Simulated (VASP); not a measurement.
# Ge (I4_1/amd) in VASP: a series of runs

Runs on Ge. Level: LDA. Tasks: relaxation of cell and atoms, single point.

All numbers are computed with VASP 6.6.1; they aren't measurements. Logs are shortened: lines on timing, memory, paths and dates and some standing lists are left out, and cuts for length are marked.

## 1. The cell of the first run

The structure is tetragonal, space group I4_1/amd (No. 141). The conventional cell has a = 4.820 Å, b = 4.820 Å, c = 2.731 Å, α = 90.00°, β = 90.00°, γ = 90.00°. Within 3.3 Å of Ge (site symmetry -4m2) lie 10 Ge at 2.50 to 3.16 Å.

## 2. Relaxation of cell and atoms, LDA, target pressure 13.3 GPa, at which the enthalpy is minimised

INCAR reads:

```
SYSTEM = Ge
PREC = Accurate ; ENCUT = 600
EDIFF = 1E-7 ; ISMEAR = -1
SIGMA = 0.1 ; LREAL = .FALSE.
LASPH = .TRUE. ; NELM = 100
ALGO = Normal ; ISIF = 3
LWAVE = .FALSE. ; LCHARG = .FALSE.
GGA = CA ; IBRION = 2
NSW = 80 ; EDIFFG = -0.002
PSTRESS = 133.0
```

KPOINTS reads:

```
regular mesh
0
G
  18 18 18
  0 0 0
```

POSCAR reads:

```
Ge
1.0
   -2.4099241417      2.4099241417      1.3655435469
    2.4099241417     -2.4099241417      1.3655435469
    2.4099241417      2.4099241417     -1.3655435469
Ge
2
Direct
    0.2500000000      0.7500000000      0.5000000000
    0.5000000000      0.5000000000      0.0000000000
```

Potentials or basis: VASP PAW LDA potentials, release 64 (Ge_d).

The run is started by

```console
cat potpaw_LDA.64/Ge_d/POTCAR > POTCAR
mpirun -np 1 vasp_std > vasp.out
```

OUTCAR:

```text
SYSTEM = Ge
   PREC = Accurate
   ENCUT = 600
   EDIFF = 1E-7
   ISMEAR = -1
   LREAL = .FALSE.
   LASPH = .TRUE.
   NELM = 100
   ISIF = 3
   GGA = CA
   IBRION = 2
   NSW = 80
   EDIFFG = -0.002
   PSTRESS = 133.0

 ion  position               nearest neighbor table
   1  0.250  0.750  0.500-   2 2.50   2 2.50   2 2.50   2 2.50
   2  0.500  0.500  0.000-   1 2.50   1 2.50   1 2.50   1 2.50

  LATTYP: Found a body centered tetragonal cell.
 ALAT       =     4.8198482834
 C/A-ratio  =     0.5666334152

  Lattice vectors:

 A1 = (  -2.4099241417,   2.4099241417,   1.3655435469)
 A2 = (   2.4099241417,  -2.4099241417,   1.3655435469)
 A3 = (   2.4099241417,   2.4099241417,  -1.3655435469)

Analysis of symmetry for initial positions (statically):
=====================================================================
 Subroutine PRICEL returns:
 Original cell was already a primitive cell.

 Routine SETGRP: Setting up the symmetry group for a
 body centered tetragonal supercell.

 Subroutine GETGRP returns: Found 16 space group operations
 (whereof  8 operations were pure point group operations)
 out of a pool of 16 trial point group operations.

The static configuration has the point symmetry D_2d.
 The point group associated with its full space group is D_4h.

Analysis of symmetry for dynamics (positions and initial velocities):
=====================================================================
 Subroutine PRICEL returns:
 Original cell was already a primitive cell.

 Routine SETGRP: Setting up the symmetry group for a
 body centered tetragonal supercell.

 Subroutine GETGRP returns: Found 16 space group operations
 (whereof  8 operations were pure point group operations)
 out of a pool of 16 trial point group operations.

The dynamic configuration has the point symmetry D_2d.
 The point group associated with its full space group is D_4h.

 Subroutine INISYM returns: Found 16 space group operations
 (whereof  8 operations are pure point group operations),
 and found     1 'primitive' translations

----------------------------------------------------------------------------------------

                                     Primitive cell

  volume of cell :      31.7229

  direct lattice vectors                    reciprocal lattice vectors
    -2.409924142  2.409924142  1.365543547     0.000000000  0.207475410  0.366154563
     2.409924142 -2.409924142  1.365543547     0.207475410  0.000000000  0.366154563
     2.409924142  2.409924142 -1.365543547     0.207475410  0.207475410  0.000000000

  length of vectors
     3.671536179  3.671536179  3.671536179     0.420850579  0.420850579  0.293414539

  position of ions in fractional coordinates (direct lattice)
     0.250000000  0.750000000  0.500000000
     0.500000000  0.500000000  0.000000000

  ion indices of the primitive-cell ions
   primitive index   ion index
                 1           1
                 2           2

----------------------------------------------------------------------------------------

 KPOINTS: regular mesh

Automatic generation of k-mesh.
 Grid dimensions read from file:
 generate k-points for:   18   18   18

 Generating k-lattice:

  Cartesian coordinates                     Fractional coordinates (reciprocal lattice)
     0.000000000  0.011526412  0.020341920     0.055555556  0.000000000  0.000000000
     0.011526412  0.000000000  0.020341920     0.000000000  0.055555556  0.000000000
     0.011526412  0.011526412  0.000000000     0.000000000  0.000000000  0.055555556

  Length of vectors
     0.023380588  0.023380588  0.016300808

  Shift w.r.t. Gamma in fractional coordinates (k-lattice)
     0.000000000  0.000000000  0.000000000

 Subroutine IBZKPT returns following result:
 ===========================================

 Found    480 irreducible k-points:

 Following reciprocal coordinates:
            Coordinates               Weight
  0.000000  0.000000  0.000000      1.000000
  0.055556  0.000000 -0.000000      8.000000
  0.111111  0.000000 -0.000000      8.000000
  0.166667  0.000000  0.000000      8.000000
  0.222222  0.000000 -0.000000      8.000000
  0.277778  0.000000  0.000000      8.000000
[... 16 lines left out ...]
 -0.277778  0.055556  0.000000     16.000000
 -0.222222  0.055556  0.000000     16.000000
 [... further k-points ...]
   k-points           NKPTS =    480   k-points in BZ     NKDIM =    480   number of bands    NBANDS=     18
   number of dos      NEDOS =    301   number of ions     NIONS =      2
   total plane-waves  NPLWV =  27000
   dimension x,y,z NGX =    30 NGY =   30 NGZ =   30
   dimension x,y,z NGXF=    60 NGYF=   60 NGZF=   60
   ions per type =               2
   NGX,Y,Z   is equivalent  to a cutoff of  13.58, 13.58, 13.58 a.u.
   NGXF,Y,Z  is equivalent  to a cutoff of  27.17, 27.17, 27.17 a.u.
 SYSTEM =  Ge
   PREC   = accura    normal or accurate (medium, high low for compatibility)
   ISTART =      0    job   : 0-new  1-cont  2-samecut
   ICHARG =      2    charge: 1-file 2-atom 10-const
   ISPIN  =      1    spin polarized calculation?
   LNONCOLLINEAR =      F non collinear calculations
   LSORBIT =      F    spin-orbit coupling
   LASPH  =      T    aspherical Exc in radial PAW
   ENCUT  =  600.0 eV  44.10 Ry    6.64 a.u.   7.33  7.33  7.33*2*pi/ulx,y,z
   NELM   =    100;   NELMIN=  2; NELMDL= -5     # of ELM steps
   EDIFF  = 0.1E-06   stopping-criterion for ELM
   LREAL  =      F    real-space projection
   EDIFFG = -.2E-02   stopping-criterion for IOM
   NSW    =     80    number of steps for IOM
   IBRION =      2    ionic relax: 0-MD 1-quasi-New 2-CG
   NFREE  =      1    steps in history (QN), initial steepest desc. (CG)
   ISIF   =      3    stress and relaxation
   ISYM   =      2    0-nonsym 1-usesym 2-fastsym
   POTIM  = 0.5000    time-step for ionic-motion
   TEBEG  =    0.0;   TEEND  =   0.0 temperature during run
   PSTRESS=  133.0 pullay stress
   NELECT =      28.0000    total number of electrons
   NUPDOWN=      -1.0000    fix difference up-down
   EMIN   =  10.00;   EMAX   =-10.00  energy-range for DOS
   EFERMI =   0.00;   METHOD = LEGACY
   ISMEAR =    -1;   SIGMA  =   0.10  broadening in eV -4-tet -1-fermi 0-gaus
   EFERMI_NEDOS =   21; number of points for ismear=-14 and -15
   IALGO  =     38    algorithm
   IMIX   =      4    mixing-type and parameters
     AMIX     =   0.40;   BMIX     =  1.00
     AMIX_MAG =   1.60;   BMIX_MAG =  1.00
  volume/ion in A,a.u.               =      15.86       107.04
  Fermi-wavevector in a.u.,A,eV,Ry     =   1.570375  2.967579 33.553029  2.466078
  Thomas-Fermi vector in A             =   2.672118
   LORBIT       =      0    0 simple, 1 ext, 2 COOP (PROOUT), +10 PAW based schemes
   GGA     = CA    functional components
   LHFCALC =     F    Hartree Fock is set to
   AEXX    =    0.0000 exact exchange contribution
   IVDW    =     0    specifies the selected vdW correction
   LEPSILON=     F    determine dielectric tensor
   LRPA    =     F    only Hartree local field effects (RPA)
 conjugate gradient relaxation of ions
 non-spin polarized calculation
  energy-cutoff  :      600.00
  volume of cell :       31.72
 maximum number of plane-waves:      1082
 NGX is ok and might be reduce to    30
   NGX = 15   NGY = 15   NGZ = 15

--------------------------------------- Ionic step        1  -------------------------------------------

 number of electron      28.0000006 magnetization

 Free energy of the ion-electron system (eV)
  ---------------------------------------------------
  ext. energy  EPLUGINS =         0.00000000
  ---------------------------------------------------
  free energy    TOTEN  =        -9.86927017 eV

  energy without entropy =       -9.84881049  energy(sigma->0) =       -9.85904033

------------------------ aborting loop because EDIFF is reached ----------------------------------------

  FORCE on cell =-STRESS in cart. coord.  units (eV):
  Direction    XX          YY          ZZ          XY          YZ          ZX
  --------------------------------------------------------------------------------------
  -------------------------------------------------------------------------------------
  Total        3.0895743      3.0895743      2.1072047      0.0000000      0.0000000      0.0000000
  in kB      156.0403571    156.0403571    106.4253313      0.0000000      0.0000000      0.0000000
  external PRESSURE =       6.5020152 kB  Pullay stress =     133.0000000 kB
[... 213 lines left out ...]
  enthalpy is  TOTEN    =        -7.2476937709 eV   P V=        2.6419370197

--------------------------------------- Ionic step        7  -------------------------------------------

 number of electron      28.0000025 magnetization

 Free energy of the ion-electron system (eV)
  ---------------------------------------------------
  ext. energy  EPLUGINS =         0.00000000
  ---------------------------------------------------
  free energy    TOTEN  =        -9.88900489 eV

  energy without entropy =       -9.86740980  energy(sigma->0) =       -9.87820734

 E-fermi :   8.3538     XC(G=0): -12.4059

 val. band max:        8.3506449668   @ k =  -0.1111   0.1667   0.0556
 cond. band min:       8.3574835473   @ k =  -0.2222   0.4444   0.1667
 fundamental gap:      0.0068385804
 Fermi energy:         8.3538117015

 k-point     1 :       0.0000    0.0000    0.0000
  band No.  band energies     occupation
      1     -16.7074      2.00000
      2     -16.6230      2.00000
      3     -16.6025      2.00000
      4     -16.5807      2.00000
      5     -16.4223      2.00000
      6     -16.4223      2.00000
[... 10 lines left out ...]
     17      17.0167      0.00000
     18      17.5075      0.00000
[... 466 lines left out ...]
      2     -16.5808      2.00000
      3     -16.5721      2.00000
      4     -16.5352      2.00000
      5     -16.4569      2.00000
      6     -16.4339      2.00000
[... 10 lines left out ...]
     17      13.5349      0.00000
     18      14.7366      0.00000

 [... further k-points ...]
[... 5 lines left out ...]
  --------------------------------------------------------------------------------------
  -------------------------------------------------------------------------------------
  Total        2.6405939      2.6405939      2.6409710      0.0000000      0.0000000      0.0000000
  in kB      132.9640354    132.9640354    132.9830223      0.0000000      0.0000000      0.0000000
  external PRESSURE =      -0.0296356 kB  Pullay stress =     133.0000000 kB
[... 17 lines left out ...]
  FREE ENERGIE OF THE ION-ELECTRON SYSTEM (eV)
  ---------------------------------------------------
  free  energy   TOTEN  =        -9.8890048859 eV

  energy  without entropy=       -9.8674097975  energy(sigma->0) =       -9.87820734

  enthalpy is  TOTEN    =        -7.2476967208 eV   P V=        2.6413081651

 reached required accuracy - stopping structural energy minimisation
```

Run time: 25 min. Hardware: 1 thread of Intel Xeon Platinum 8488C (Sapphire Rapids), shared host; peak memory 0.38 GiB.

What came out:

| Property | Result |
| --- | --- |
| Free energy | -9.8890 eV |
| Relaxed volume | 15.91 Å³/atom |
| Relaxed cell | a = 3.700 Å, b = 3.700 Å, c = 3.700 Å, α = 97.49°, β = 97.49°, γ = 137.67° |
| Space group after relaxing (to 0.1 Å) | I4_1/amd (No. 141) |
| Energy change on relaxing (the run minimises the enthalpy) | -9.9 meV/atom |
| Ionic steps | 7 |
| Pressure after relaxing | 13.3 GPa |
| Band gap on the k mesh | zero (bands 14 and 15 overlap by 6.39 eV) |

Step by step:
```tsv
step	energy change (eV)	largest force (eV/Å)	pressure (GPa)	volume (Å³)
1	0.0000	0.0000	13.95	31.72
2	-0.0343	0.0000	12.55	32.01
3	-0.0400	0.0000	12.13	32.08
4	-0.0001	0.0000	14.26	31.59
5	-0.0193	0.0000	13.37	31.81
6	-0.0204	0.0000	13.15	31.83
7	-0.0197	0.0000	13.30	31.82
```

Final structure:
```
Ge
1.0
    -2.44009    2.44009    1.33600
     2.44009   -2.44009    1.33600
     2.44009    2.44009   -1.33600
Ge
2
Direct
  0.25000 0.75000 0.50000
  0.50000 0.50000 0.00000
```

Levels at points of the mesh, in eV from the Fermi level:
```tsv
k point	band 12	band 13	band 14	band 15	band 16	band 17
(0.00, 0.00, 0.00)	-3.51	-2.77	-2.77	3.04	8.66	8.66
(0.50, 0.00, 0.00)	-7.18	-2.45	-2.38	-1.73	2.27	4.07
(0.50, 0.50, 0.00)	-11.60	0.61	0.61	2.36	2.36	8.24
(0.50, 0.50, 0.50)	-9.39	-6.95	-6.95	6.58	6.58	12.90
```

Caveat: the cell is relaxed towards a set pressure, so the run minimises the enthalpy, not the energy.

## 3. Single point, LDA

This run uses another cell than the first one, of 16.30 Å³/atom.

INCAR reads:

```
SYSTEM = Ge
PREC     = Accurate       ! precision mode
ENCUT    = 520            ! plane-wave cutoff, eV
EDIFF    = 1E-6           ! SCF threshold, eV
ISMEAR   = 0              ! smearing method
SIGMA    = 0.1            ! smearing width, eV
LREAL    = .FALSE.        ! projectors in reciprocal space
LASPH    = .TRUE.         ! aspherical terms in the spheres
NELM     = 80             ! most SCF steps
ALGO     = Normal         ! electronic algorithm
ISIF     = 2              ! what is computed and relaxed
LWAVE    = .FALSE.        ! write WAVECAR
LCHARG   = .TRUE.         ! write CHGCAR
GGA      = CA             ! functional
LELF     = .TRUE.         ! ELF
LVHAR    = .TRUE.       
NBANDS   = 21             ! bands
```

KPOINTS reads:

```
regular mesh
0
G
  8 8 8
  0 0 0
```

POSCAR reads:

```
Ge
1.0
   -2.4308589222      2.4308589222      1.3793925274
    2.4308589222     -2.4308589222      1.3793925274
    2.4308589222      2.4308589222     -1.3793925274
Ge
2
Direct
    0.2500000000      0.7500000000      0.5000000000
    0.5000000000      0.5000000000      0.0000000000
```

Potentials or basis: VASP PAW LDA potentials, release 64 (Ge_d).

The run is started by

```console
cat potpaw_LDA.64/Ge_d/POTCAR > POTCAR
mpirun -np 1 vasp_std > vasp.out
```

OUTCAR:

```text
SYSTEM = Ge
   PREC = Accurate
   ENCUT = 520
   EDIFF = 1E-6
   ISMEAR = 0
   LREAL = .FALSE.
   LASPH = .TRUE.
   NELM = 80
   ISIF = 2
   GGA = CA

 ion  position               nearest neighbor table
   1  0.250  0.750  0.500-   2 2.53   2 2.53   2 2.53   2 2.53
   2  0.500  0.500  0.000-   1 2.53   1 2.53   1 2.53   1 2.53

  LATTYP: Found a body centered tetragonal cell.
 ALAT       =     4.8617178444
 C/A-ratio  =     0.5674506714

  Lattice vectors:

 A1 = (  -2.4308589222,   2.4308589222,   1.3793925274)
[... 191 lines left out ...]
      4     -16.8388      2.00000
      5     -16.7273      2.00000
      6     -16.7273      2.00000
[... 565 lines left out ...]
     20      18.9169      0.00000
     21      19.5404      0.00000

 [... further k-points ...]
[... 5 lines left out ...]
  --------------------------------------------------------------------------------------
  -------------------------------------------------------------------------------------
  Total        1.9889925      1.9889925      1.9972792      0.0000000      0.0000000      0.0000000
  in kB       97.7409055     97.7409055     98.1481199      0.0000000      0.0000000      0.0000000
  external PRESSURE =      97.8766436 kB  Pullay stress =       0.0000000 kB

 VOLUME and BASIS-vectors are now :
 -----------------------------------------------------------------------------
  energy-cutoff  :      520.00
  volume of cell :       32.60
      direct lattice vectors                 reciprocal lattice vectors
    -2.430858922  2.430858922  1.379392527     0.000000000  0.205688613  0.362478403
     2.430858922 -2.430858922  1.379392527     0.205688613  0.000000000  0.362478403
     2.430858922  2.430858922 -1.379392527     0.205688613  0.205688613  0.000000000

 POSITION                                       TOTAL-FORCE (eV/Angst)
 -----------------------------------------------------------------------------------
      2.43086      0.00000      0.68970        -0.000000     -0.000000     -0.000000
      0.00000      0.00000      1.37939         0.000000      0.000000      0.000000
 -----------------------------------------------------------------------------------
    total drift:                                0.000000     -0.000000      0.000000

  FREE ENERGIE OF THE ION-ELECTRON SYSTEM (eV)
  ---------------------------------------------------
  free  energy   TOTEN  =        -9.9332167227 eV

  energy  without entropy=       -9.9296499519  energy(sigma->0) =       -9.93143334
```

OSZICAR:

```text
N       E                     dE             d eps       ncg     rms          rms(c)
DAV:   1     0.175890210538E+03    0.17589E+03   -0.14091E+04  2843   0.392E+03
DAV:   2     0.130492387719E+02   -0.16284E+03   -0.15759E+03  2493   0.595E+02
DAV:   3    -0.939658267195E+01   -0.22446E+02   -0.22243E+02  2763   0.131E+02
DAV:   4    -0.998938495001E+01   -0.59280E+00   -0.59236E+00  2808   0.250E+01
DAV:   5    -0.999749075332E+01   -0.81058E-02   -0.81055E-02  2764   0.310E+00    0.280E+00
DAV:   6    -0.995449552389E+01    0.42995E-01   -0.22255E-02  3392   0.260E+00    0.155E+00
DAV:   7    -0.993362820601E+01    0.20867E-01   -0.17200E-02  3363   0.189E+00    0.120E-01
DAV:   8    -0.993321843253E+01    0.40977E-03   -0.23896E-03  3223   0.862E-01    0.498E-02
DAV:   9    -0.993321696707E+01    0.14655E-05   -0.57821E-05  3099   0.949E-02    0.121E-02
DAV:  10    -0.993321672266E+01    0.24441E-06   -0.39951E-06  2698   0.297E-02
   1 F= -.99332167E+01 E0= -.99314333E+01  d E =-.356677E-02
```

stdout:

```text
POSCAR found type information on POSCAR Ge
 POSCAR found :  1 types and       2 ions
 scaLAPACK will be used
 LDA part: xc-table for (Slater(with rela. corr.)+CA(PZ))
 , standard interpolation
 POSCAR, INCAR and KPOINTS ok, starting setup
 FFT: planning ... GRIDC
 FFT: planning ... GRID_SOFT
 FFT: planning ... GRID
 WAVECAR not read
 entering main loop
```

Run time: 14 s. Hardware: 1 thread of Intel Xeon 6975P-C (Granite Rapids), shared host; peak memory 0.15 GiB.

Results:

* Free energy: -9.9332 eV
* Pressure: 9.8 GPa
* Band gap on the k mesh: zero (bands 14 and 15 overlap by 5.38 eV)

Levels at points of the mesh, in eV from the Fermi level:
| k point | band 11 | band 12 | band 13 | band 14 | band 15 | band 16 | band 17 | band 18 |
| --- | --- | --- | --- | --- | --- | --- | --- | --- |
| (0.00, 0.00, 0.00) | -14.40 | -3.02 | -2.41 | -2.41 | 3.36 | 8.35 | 8.55 | 8.90 |
| (0.50, 0.00, 0.00) | -8.72 | -7.10 | -2.37 | -2.08 | -1.79 | 2.34 | 4.13 | 6.41 |
| (0.50, 0.50, 0.00) | -11.25 | -11.25 | 0.93 | 0.93 | 2.79 | 2.79 | 7.44 | 7.44 |
| (0.50, 0.50, 0.50) | -9.00 | -9.00 | -6.64 | -6.64 | 5.70 | 5.70 | 13.19 | 13.19 |

Caveat: the cell stands under pressure.

(Part 1 of 2 ends here.)
